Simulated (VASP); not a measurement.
Zn:

```
CELL_PARAMETERS angstrom
-2.42568 2.42568 1.32325
2.42568 -2.42568 1.32325
2.42568 2.42568 -1.32325
ATOMIC_POSITIONS crystal
Zn 0.00000 0.00000 0.00000
Zn 0.75000 0.25000 0.50000
```

| Quantity | Value |
| --- | --- |
| Program | VASP 6.6.1 |
| Task | relaxation of cell and atoms |
| Functional | r2SCAN |
| Potentials or basis | VASP PAW PBE potentials, release 64 (Zn) |
| Cutoff | 600 eV |
| k mesh | 8 × 8 × 8 |
| Occupations | gaussian, width 0.1 eV |
| Spin | no spin polarisation |

At the start: pressure 4.5 GPa; volume 15.57 Å³/atom.

Task: Where does the relaxation end?

Result: Over 9 steps the energy falls by 62.5 meV/atom and the volume is 16.49 Å³/atom (+5.9 %); space group I4_1/amd (No. 141, to 0.05 Å).

The path:
```csv
step,energy change (eV),largest force (eV/Å),pressure (GPa),volume (Å³)
1,0.0000,0.0000,4.48,31.14
2,-0.0669,0.0000,-0.22,33.13
3,-0.0783,0.0000,-3.26,34.81
4,-0.1068,0.0000,-2.46,34.70
5,-0.1070,0.0000,-2.77,34.71
6,-0.1243,0.0000,-0.36,33.15
7,-0.1247,0.0000,0.09,32.97
8,-0.1247,0.0000,-0.14,33.01
9,-0.1250,0.0000,-0.10,32.98
```

Final structure:
```xyz
2
Lattice="-2.5712 2.5712 1.2470 2.5712 -2.5712 1.2470 2.5712 2.5712 -1.2470" Properties=species:S:1:pos:R:3 pbc="T T T"
Zn    0.0000    0.0000    0.0000
Zn    0.0000    2.5712    0.6235
```

Caveat: the PAW data sets were made with another functional, which shifts forces and pressure a little.
